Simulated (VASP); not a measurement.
Au, 4 atoms in the cell. The structure is orthorhombic, space group Fmmm (No. 69). Conventional cell: a = 2.763 Å, b = 5.066 Å, c = 10.814 Å, α = 90.00°, β = 90.00°, γ = 90.00°. Au (site symmetry mm2) has 9 Au at 2.76 to 2.94 Å within 3.6 Å. 

```yaml
Program: VASP 6.6.1
Task: single point
Functional: PBE
Potentials_or_basis: VASP PAW PBE potentials, release 64 (Au)
Cutoff: 520 eV
k_mesh: 6 × 6 × 4
Occupations: gaussian, width 0.1 eV
Spin: no spin polarisation
Dipole_correction: no
Further_INCAR_settings: ALGO = Normal; EDIFF = 1e-06; NBANDS = 30
```

Potentials or basis: VASP PAW PBE potentials, release 64 (Au).

The run is started by

```sh
$ cat potpaw_PBE.64/Au/POTCAR > POTCAR
$ mpirun -np 1 vasp_std > vasp.out
```

Hardware: 1 thread of Intel(R) Xeon(R) Platinum 8259CL CPU @ 2.50GHz (Skylake/Cascade Lake) (shared host).

Problem. How long does it take, and how much memory?

Solution. Run time: 97 s on 1 thread of Intel(R) Xeon(R) Platinum 8259CL CPU @ 2.50GHz (Skylake/Cascade Lake) (shared host), peak memory 0.27 GiB. Counts: scf iterations 12, k points 39.
